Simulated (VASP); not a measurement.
# ZnCu (Pm-3m) in VASP: further runs

The runs below take ZnCu through single point, relaxation of cell and atoms, with PBE.

All numbers are computed with VASP 6.6.1; they aren't measurements. Logs are shortened: lines on timing, memory, paths and dates and some standing lists are left out, and cuts for length are marked.

## 1. The cell of the first run

Symmetry: Pm-3m, No. 221, cubic system. The conventional cell has a = 2.963 Å, b = 2.963 Å, c = 2.963 Å, α = 90.00°, β = 90.00°, γ = 90.00°. Within 3.4 Å of Zn (site symmetry m-3m) lie 8 Cu at 2.57 Å and 6 Zn at 2.96 Å. Within 3.4 Å of Cu (site symmetry m-3m) lie 8 Zn at 2.57 Å and 6 Cu at 2.96 Å.

## 2. Single point, PBE

INCAR

```
ALGO = Normal ; EDIFF = 1E-6
ENCUT = 520 ; GGA = PE
ISIF = 2 ; ISMEAR = 0
LASPH = T ; LCHARG = F
LREAL = F ; LWAVE = F
NBANDS = 18 ; NELM = 100
PREC = Accurate ; SIGMA = 0.1
```

KPOINTS

```
k-points
0
Gamma
  14 14 14
```

POSCAR

```
ZnCu
1.0
    2.9631825772      0.0000000000      0.0000000000
    0.0000000000      2.9631825772      0.0000000000
    0.0000000000      0.0000000000      2.9631825772
Zn Cu
1 1
Direct
    0.5000000000      0.5000000000      0.5000000000
    0.0000000000      0.0000000000      0.0000000000
```

Potentials or basis: VASP PAW PBE potentials, release 64 (Zn, Cu).

Run with:

```sh
> cat potpaw_PBE.64/Zn/POTCAR potpaw_PBE.64/Cu/POTCAR > POTCAR
> mpirun -np 1 vasp_std > vasp.out
```

OUTCAR:

```text
EDIFF = 1E-6
   ENCUT = 520
   GGA = PE
   ISIF = 2
   ISMEAR = 0
   LASPH = T
   LREAL = F
   NELM = 100
   PREC = Accurate

 ion  position               nearest neighbor table
   1  0.500  0.500  0.500-   2 2.57   2 2.57   2 2.57   2 2.57   2 2.57   2 2.57   2 2.57   2 2.57

   2  0.000  0.000  0.000-   1 2.57   1 2.57   1 2.57   1 2.57   1 2.57   1 2.57   1 2.57   1 2.57

  LATTYP: Found a simple cubic cell.
 ALAT       =     2.9631825772

  Lattice vectors:

 A1 = (   2.9631825772,   0.0000000000,   0.0000000000)
 A2 = (   0.0000000000,   2.9631825772,   0.0000000000)
 A3 = (   0.0000000000,   0.0000000000,   2.9631825772)

Analysis of symmetry for initial positions (statically):
=====================================================================
 Subroutine PRICEL returns:
 Original cell was already a primitive cell.

 Routine SETGRP: Setting up the symmetry group for a
 simple cubic supercell.

 Subroutine GETGRP returns: Found 48 space group operations
 (whereof 48 operations were pure point group operations)
 out of a pool of 48 trial point group operations.

The static configuration has the point symmetry O_h .

Analysis of symmetry for dynamics (positions and initial velocities):
=====================================================================
 Subroutine PRICEL returns:
 Original cell was already a primitive cell.

 Routine SETGRP: Setting up the symmetry group for a
 simple cubic supercell.

 Subroutine GETGRP returns: Found 48 space group operations
 (whereof 48 operations were pure point group operations)
 out of a pool of 48 trial point group operations.

The dynamic configuration has the point symmetry O_h .

 Subroutine INISYM returns: Found 48 space group operations
 (whereof 48 operations are pure point group operations),
 and found     1 'primitive' translations

----------------------------------------------------------------------------------------

                                     Primitive cell

  volume of cell :      26.0181

  direct lattice vectors                    reciprocal lattice vectors
     2.963182577  0.000000000  0.000000000     0.337474986  0.000000000  0.000000000
     0.000000000  2.963182577  0.000000000     0.000000000  0.337474986  0.000000000
     0.000000000  0.000000000  2.963182577     0.000000000  0.000000000  0.337474986

  length of vectors
     2.963182577  2.963182577  2.963182577     0.337474986  0.337474986  0.337474986

  position of ions in fractional coordinates (direct lattice)
     0.500000000  0.500000000  0.500000000
     0.000000000  0.000000000  0.000000000

  ion indices of the primitive-cell ions
   primitive index   ion index
                 1           1
                 2           2

----------------------------------------------------------------------------------------

 KPOINTS: k-points

Automatic generation of k-mesh.
 Grid dimensions read from file:
 generate k-points for:   14   14   14

 Generating k-lattice:

  Cartesian coordinates                     Fractional coordinates (reciprocal lattice)
     0.024105356  0.000000000  0.000000000     0.071428571  0.000000000  0.000000000
     0.000000000  0.024105356  0.000000000     0.000000000  0.071428571  0.000000000
     0.000000000  0.000000000  0.024105356     0.000000000  0.000000000  0.071428571

  Length of vectors
     0.024105356  0.024105356  0.024105356

  Shift w.r.t. Gamma in fractional coordinates (k-lattice)
     0.000000000  0.000000000  0.000000000

 Subroutine IBZKPT returns following result:
 ===========================================

 Found    120 irreducible k-points:

 Following reciprocal coordinates:
            Coordinates               Weight
  0.000000  0.000000  0.000000      1.000000
  0.071429  0.000000  0.000000      6.000000
  0.142857  0.000000  0.000000      6.000000
  0.214286  0.000000  0.000000      6.000000
  0.285714  0.000000  0.000000      6.000000
  0.357143  0.000000  0.000000      6.000000
[... 16 lines left out ...]
  0.285714  0.214286  0.000000     24.000000
  0.357143  0.214286  0.000000     24.000000
 [... further k-points ...]
   k-points           NKPTS =    120   k-points in BZ     NKDIM =    120   number of bands    NBANDS=     18
   number of dos      NEDOS =    301   number of ions     NIONS =      2
   total plane-waves  NPLWV =  13824
   dimension x,y,z NGX =    24 NGY =   24 NGZ =   24
   dimension x,y,z NGXF=    48 NGYF=   48 NGZF=   48
   ions per type =               1   1
   NGX,Y,Z   is equivalent  to a cutoff of  13.46, 13.46, 13.46 a.u.
   NGXF,Y,Z  is equivalent  to a cutoff of  26.93, 26.93, 26.93 a.u.
 SYSTEM =  unknown system
   PREC   = accura    normal or accurate (medium, high low for compatibility)
   ISTART =      0    job   : 0-new  1-cont  2-samecut
   ICHARG =      2    charge: 1-file 2-atom 10-const
   ISPIN  =      1    spin polarized calculation?
   LNONCOLLINEAR =      F non collinear calculations
   LSORBIT =      F    spin-orbit coupling
   LASPH  =      T    aspherical Exc in radial PAW
   ENCUT  =  520.0 eV  38.22 Ry    6.18 a.u.   5.51  5.51  5.51*2*pi/ulx,y,z
   NELM   =    100;   NELMIN=  2; NELMDL= -5     # of ELM steps
   EDIFF  = 0.1E-05   stopping-criterion for ELM
   LREAL  =      F    real-space projection
   EDIFFG = 0.1E-04   stopping-criterion for IOM
   NSW    =      0    number of steps for IOM
   IBRION =     -1    ionic relax: 0-MD 1-quasi-New 2-CG
   NFREE  =      0    steps in history (QN), initial steepest desc. (CG)
   ISIF   =      2    stress and relaxation
   ISYM   =      2    0-nonsym 1-usesym 2-fastsym
   POTIM  = 0.5000    time-step for ionic-motion
   TEBEG  =    0.0;   TEEND  =   0.0 temperature during run
   PSTRESS=    0.0 pullay stress
   NELECT =      23.0000    total number of electrons
   NUPDOWN=      -1.0000    fix difference up-down
   EMIN   =  10.00;   EMAX   =-10.00  energy-range for DOS
   EFERMI =   0.00;   METHOD = LEGACY
   ISMEAR =     0;   SIGMA  =   0.10  broadening in eV -4-tet -1-fermi 0-gaus
   EFERMI_NEDOS =   21; number of points for ismear=-14 and -15
   IALGO  =     38    algorithm
   IMIX   =      4    mixing-type and parameters
     AMIX     =   0.40;   BMIX     =  1.00
     AMIX_MAG =   1.60;   BMIX_MAG =  1.00
  volume/ion in A,a.u.               =      13.01        87.79
  Fermi-wavevector in a.u.,A,eV,Ry     =   1.571179  2.969098 33.587394  2.468604
  Thomas-Fermi vector in A             =   2.672802
   LORBIT       =      0    0 simple, 1 ext, 2 COOP (PROOUT), +10 PAW based schemes
   GGA     = PE    functional components
   LHFCALC =     F    Hartree Fock is set to
   AEXX    =    0.0000 exact exchange contribution
   IVDW    =     0    specifies the selected vdW correction
   LEPSILON=     F    determine dielectric tensor
   LRPA    =     F    only Hartree local field effects (RPA)
 non-spin polarized calculation
 Gauss-broadening in eV      SIGMA  =   0.10
  energy-cutoff  :      520.00
  volume of cell :       26.02
 maximum number of plane-waves:       739
 NGX is ok and might be reduce to    24
   NGX = 11   NGY = 11   NGZ = 11

 number of electron      23.0000019 magnetization

 Free energy of the ion-electron system (eV)
  ---------------------------------------------------
  ext. energy  EPLUGINS =         0.00000000
  ---------------------------------------------------
  free energy    TOTEN  =        -5.01729835 eV

  energy without entropy =       -5.01567738  energy(sigma->0) =       -5.01648786

 E-fermi :   5.3797     XC(G=0): -12.2989

 val. band max:        5.2997785588   @ k =   0.5000   0.5000   0.2143
 cond. band min:       5.3933377994   @ k =   0.4286   0.3571   0.2143
 fundamental gap:      0.0935592405
 Fermi energy:         5.3796701492

 k-point     1 :       0.0000    0.0000    0.0000
  band No.  band energies     occupation
      1      -4.8293      2.00000
      2      -2.4231      2.00000
      3      -2.4231      2.00000
      4      -1.7579      2.00000
      5      -1.7579      2.00000
      6      -1.7579      2.00000
[... 10 lines left out ...]
     17      17.3542      0.00000
     18      28.6221      0.00000

 k-point     2 :       0.0714    0.0000    0.0000
  band No.  band energies     occupation
      1      -4.7381      2.00000
      2      -2.4130      2.00000
      3      -2.4038      2.00000
      4      -1.7659      2.00000
      5      -1.7659      2.00000
      6      -1.7541      2.00000
[... 10 lines left out ...]
     17      18.0220      0.00000
     18      27.5687      0.00000

 k-point     3 :       0.1429    0.0000    0.0000
  band No.  band energies     occupation
      1      -4.4674      2.00000
      2      -2.3846      2.00000
      3      -2.3475      2.00000
      4      -1.7881      2.00000
      5      -1.7881      2.00000
      6      -1.7433      2.00000
[... 10 lines left out ...]
     17      20.1140      0.00000
     18      25.8979      0.00000

 k-point     4 :       0.2143    0.0000    0.0000
  band No.  band energies     occupation
      1      -4.0288      2.00000
      2      -2.3429      2.00000
      3      -2.2559      2.00000
      4      -1.8201      2.00000
      5      -1.8201      2.00000
      6      -1.7277      2.00000
[... 375 lines left out ...]
      4      -1.8513      2.00000
      5      -1.8302      2.00000
      6      -1.7820      2.00000
[... 10 lines left out ...]
     17      22.7866      0.00000
     18      23.8708      0.00000

 k-point    23 :       0.2857    0.2143    0.0000
  band No.  band energies     occupation
      1      -2.8715      2.00000
      2      -2.2386      2.00000
      3      -2.0409      2.00000
      4      -1.8835      2.00000
      5      -1.7982      2.00000
      6      -1.6996      2.00000
[... 10 lines left out ...]
     17      22.5568      0.00000
     18      23.0341      0.00000

 k-point    24 :       0.3571    0.2143    0.0000
  band No.  band energies     occupation
      1      -2.5436      2.00000
      2      -2.2368      2.00000
      3      -1.9986      2.00000
      4      -1.9178      2.00000
      5      -1.8075      2.00000
      6      -1.2492      2.00000
[... 10 lines left out ...]
     17      20.9710      0.00000
     18      21.9275      0.00000

 [... further k-points ...]
[... 5 lines left out ...]
  --------------------------------------------------------------------------------------
  -------------------------------------------------------------------------------------
  Total        0.0838491      0.0838491      0.0838491      0.0000000     -0.0000000     -0.0000000
  in kB        5.1633740      5.1633740      5.1633740      0.0000000     -0.0000000     -0.0000000
  external PRESSURE =       5.1633740 kB  Pullay stress =       0.0000000 kB

 VOLUME and BASIS-vectors are now :
 -----------------------------------------------------------------------------
  energy-cutoff  :      520.00
  volume of cell :       26.02
      direct lattice vectors                 reciprocal lattice vectors
     2.963182577  0.000000000  0.000000000     0.337474986  0.000000000  0.000000000
     0.000000000  2.963182577  0.000000000     0.000000000  0.337474986  0.000000000
     0.000000000  0.000000000  2.963182577     0.000000000  0.000000000  0.337474986

 POSITION                                       TOTAL-FORCE (eV/Angst)
 -----------------------------------------------------------------------------------
      1.48159      1.48159      1.48159         0.000000      0.000000      0.000000
      0.00000      0.00000      0.00000         0.000000      0.000000      0.000000
 -----------------------------------------------------------------------------------
    total drift:                                0.000000      0.000000     -0.000000

  FREE ENERGIE OF THE ION-ELECTRON SYSTEM (eV)
  ---------------------------------------------------
  free  energy   TOTEN  =        -5.0172983507 eV

  energy  without entropy=       -5.0156773789  energy(sigma->0) =       -5.01648786
```

Run time: 22 s. Hardware: 1 thread of AMD EPYC 9R45 (Zen 5), shared host; peak memory 0.15 GiB.

Results:

```yaml
Free_energy: -5.0173 eV
Pressure: 0.5 GPa
```

Levels at points of the mesh, in eV from the Fermi level:
| k point | band 9 | band 10 | band 11 | band 12 | band 13 | band 14 | band 15 | band 16 |
| --- | --- | --- | --- | --- | --- | --- | --- | --- |
| (0.00, 0.00, 0.00) | -2.72 | -2.72 | -2.72 | 6.15 | 6.15 | 6.15 | 11.13 | 11.13 |
| (0.50, 0.00, 0.00) | -3.24 | -3.24 | -2.78 | -2.01 | 11.54 | 11.54 | 12.18 | 12.18 |
| (0.50, 0.50, 0.00) | -2.87 | -2.48 | -1.84 | -1.84 | 1.66 | 2.02 | 13.72 | 15.36 |
| (0.50, 0.50, 0.50) | -2.47 | -2.47 | 3.71 | 4.28 | 4.28 | 4.28 | 4.44 | 4.44 |

## 3. Single point, PBE

INCAR

```
SYSTEM = ZnCu
PREC = Accurate
ENCUT = 520
EDIFF = 1E-6
ISMEAR = -1
SIGMA = 0.15
LREAL = .FALSE.
LASPH = .TRUE.
NELM = 100
ALGO = Normal
ISIF = 2
LWAVE = .FALSE.
LCHARG = .FALSE.
GGA = PE
NBANDS = 18
```

KPOINTS

```
regular mesh
0
G
  14 14 14
  0 0 0
```

POSCAR

```
ZnCu
1.0
    2.9643051901      0.0000000000      0.0000000000
    0.0000000000      2.9643051901      0.0000000000
    0.0000000000      0.0000000000      2.9643051901
Zn Cu
1 1
Direct
    0.5000000000      0.5000000000      0.5000000000
    0.0000000000      0.0000000000      0.0000000000
```

Potentials or basis: VASP PAW PBE potentials, release 64 (Zn, Cu).

Run with:

```sh
> cat potpaw_PBE.64/Zn/POTCAR potpaw_PBE.64/Cu/POTCAR > POTCAR
> mpirun -np 1 vasp_std > vasp.out
```

It took 21 s on 1 thread of AMD EPYC 9R45 (Zen 5), shared host; peak memory 0.15 GiB.

Results (log left out):

| Quantity | Value |
| --- | --- |
| Free energy | -5.0328 eV |
| Pressure | 0.5 GPa |

Levels at points of the mesh, in eV from the Fermi level:
| k point | band 10 | band 11 | band 12 | band 13 | band 14 | band 15 |
| --- | --- | --- | --- | --- | --- | --- |
| (0.00, 0.00, 0.00) | -2.72 | -2.72 | 6.15 | 6.15 | 6.15 | 11.12 |
| (0.50, 0.00, 0.00) | -3.25 | -2.79 | -2.01 | 11.52 | 11.52 | 12.16 |
| (0.50, 0.50, 0.00) | -2.49 | -1.84 | -1.84 | 1.65 | 2.01 | 13.71 |
| (0.50, 0.50, 0.50) | -2.47 | 3.70 | 4.28 | 4.28 | 4.28 | 4.44 |

## 4. Relaxation of cell and atoms, PBE

INCAR

```
  PREC = Accurate
  ENCUT = 600
  EDIFF = 1E-6
  ISMEAR = -1
  SIGMA = 0.15
  LREAL = False
  LASPH = True
  NELM = 100
  ALGO = Normal
  ISIF = 3
  LWAVE = False
  LCHARG = False
  GGA = PE
  IBRION = 2
  NSW = 80
  EDIFFG = -0.001
```

KPOINTS

```
Automatic mesh
0
Gamma
  14 14 14
```

POSCAR

```
ZnCu
1.0
    2.9631825772      0.0000000000      0.0000000000
    0.0000000000      2.9631825772      0.0000000000
    0.0000000000      0.0000000000      2.9631825772
Zn Cu
1 1
Direct
    0.5000000000      0.5000000000      0.5000000000
    0.0000000000      0.0000000000      0.0000000000
```

Run with:

```sh
> cat potpaw_PBE.64/Zn/POTCAR potpaw_PBE.64/Cu/POTCAR > POTCAR
> mpirun -np 1 vasp_std > vasp.out
```

Run time: 67 s. Hardware: 1 thread of AMD EPYC 9R45 (Zen 5), shared host; peak memory 0.16 GiB.

It converged, with:

- Free energy: -5.0327 eV
- Relaxed volume: 13.08 Å³/atom
- Relaxed cell: a = 2.969 Å, b = 2.969 Å, c = 2.969 Å, α = 90.00°, β = 90.00°, γ = 90.00°
- Space group after relaxing (to 0.05 Å): Pm-3m (No. 221)
- Energy gained by relaxing: 0.1 meV/atom
- Ionic steps: 10
- Pressure after relaxing: 0.0 GPa

The path:
```tsv
step	energy change (eV)	largest force (eV/Å)	pressure (GPa)	volume (Å³)
1	0.0000	0.0000	0.72	26.02
2	-0.0002	0.0000	-0.30	26.24
3	-0.0003	0.0000	-0.02	26.16
4	-0.0003	0.0000	0.08	26.16
5	-0.0003	0.0000	0.02	26.16
6	-0.0003	0.0000	-0.17	26.16
7	-0.0003	0.0000	0.17	26.16
8	-0.0003	0.0000	0.04	26.16
9	-0.0003	0.0000	0.02	26.16
10	-0.0003	0.0000	0.01	26.16
```

Final structure:
```
Zn Cu
1.0
     2.96851    0.00000    0.00000
     0.00000    2.96851    0.00000
     0.00000    0.00000    2.96851
Zn Cu
1 1
Direct
  0.50000 0.50000 0.50000
  0.00000 0.00000 0.00000
```

Levels at points of the mesh, in eV from the Fermi level:
```csv
k point,band 8,band 9,band 10,band 11,band 12,band 13,band 14,band 15
"(0.00, 0.00, 0.00)",-3.53,-2.71,-2.71,-2.71,6.13,6.13,6.13,11.09
"(0.50, 0.00, 0.00)",-3.63,-3.23,-3.23,-2.78,-2.01,11.49,11.49,12.13
"(0.50, 0.50, 0.00)",-2.86,-2.86,-2.48,-1.83,-1.83,1.64,2.00,13.66
"(0.50, 0.50, 0.50)",-4.21,-2.46,-2.46,3.67,4.27,4.27,4.27,4.42
```

PBE usually gives volumes a little too large and moduli too small. Zero-point motion and thermal expansion aren't in these numbers.

## 5. Summary

| task | cell | cutoff (eV) | smearing | gap on the mesh (eV) | pressure (GPa) |
| --- | --- | --- | --- | --- | --- |
| single point | a = 2.963 Å, 2 atoms | 520 | gaussian 0.1 eV | none | 0.5 |
| single point | a = 2.964 Å, 2 atoms | 520 | fermi-dirac 0.15 eV | none | 0.5 |
| relaxation of cell and atoms | relaxed from a = 2.963 Å, 2 atoms | 600 | fermi-dirac 0.15 eV | none | 0.0 |

Alike in all rows: level PBE; potentials or basis VASP PAW PBE potentials, release 64 (Zn, Cu); no spin polarisation; k mesh 14 × 14 × 14.

Absolute energies hang on the potentials; compare differences alone.
